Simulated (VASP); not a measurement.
Crystal: NiO.

```
Ni O
1.0
     0.00000    2.09131    2.09131
     2.09131    0.00000    2.09131
     2.09131    2.09131    0.00000
Ni O
1 1
Cartesian
  0.0000 0.0000 0.0000
  2.0913 2.0913 2.0913
```

Base run:

| Property | Result |
| --- | --- |
| Program | VASP 6.6.1 |
| Functional | PBE |
| Potentials or basis | VASP PAW PBE potentials, release 64 (Ni, O) |
| Cutoff | 520 eV |
| k mesh | 11 × 11 × 11 |
| Occupations | fermi-dirac, width 0.05 eV |
| Spin | collinear spin, ferromagnetic start |
| Starting moments | [1.0, 0.0] μB |
| Hubbard terms | Ni d U = 5.0 eV |

Its results: band gap on the k mesh 1.92 eV, indirect (least direct gap 2.61 eV); pressure 3.2 GPa; net moment 2.00 μB per cell; site moments Ni +1.78; O +0.20 μB.

Problem. The run is repeated on the same cell with these changes: hubbard terms from Ni d U = 5.0 eV to Ni d U = 8.0 eV. What comes out?

Solution. Band gap on the k mesh 3.04 eV, indirect (least direct gap 3.79 eV); pressure -0.5 GPa; net moment 2.00 μB per cell; site moments Ni +1.88; O +0.13 μB.

Caveats: a cell with one magnetic atom can't hold antiferromagnetic order, which such compounds often take.

A k mesh can miss the band edges.
